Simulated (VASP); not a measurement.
The system is SiC.

```xyz
4
Lattice="3.0477 0.0000 0.0000 -1.5238 2.6394 0.0000 0.0000 0.0000 4.8046" Properties=species:S:1:pos:R:3 pbc="T T T"
Si    0.0000    1.7596    0.0219
Si    1.5238    0.8798    2.4243
C     0.0000    1.7596    1.8279
C     1.5238    0.8798    4.2302
```

This cell differs from its parent crystal: volume 9.662 Å^3 an atom, c/a of the conventional cell 1.5765.

| Property | Result |
| --- | --- |
| Program | VASP 6.6.1 |
| Task | relaxation of the atoms |
| Functional | PBE |
| Potentials or basis | VASP PAW PBE potentials, release 64 (Si, C) |
| Cutoff | 520 eV |
| k mesh | 12 × 12 × 6 |
| Occupations | gaussian, width 0.05 eV |
| Spin | no spin polarisation |

At the start: pressure 21.2 GPa; volume 9.66 Å³/atom.

Q: Where does the relaxation end?

A: Over 3 steps the energy falls by 4.6 meV/atom; space group P6_3mc (No. 186, to 0.05 Å).

Step by step:
```csv
step,energy change (eV),largest force (eV/Å),pressure (GPa)
1,0.0000,0.6574,21.21
2,0.0059,0.6804,20.39
3,-0.0184,0.0005,20.70
```

Final structure:
```xyz
4
Lattice="3.0477 0.0000 0.0000 -1.5238 2.6394 0.0000 0.0000 0.0000 4.8046" Properties=species:S:1:pos:R:3 pbc="T T T"
Si    0.0000    1.7596    0.0076
Si    1.5238    0.8798    2.4099
C     0.0000    1.7596    1.8422
C     1.5238    0.8798    4.2445
```

Caveat: the cell differs from its parent crystal (volume 9.662 Å^3 an atom, c/a of the conventional cell 1.5765).
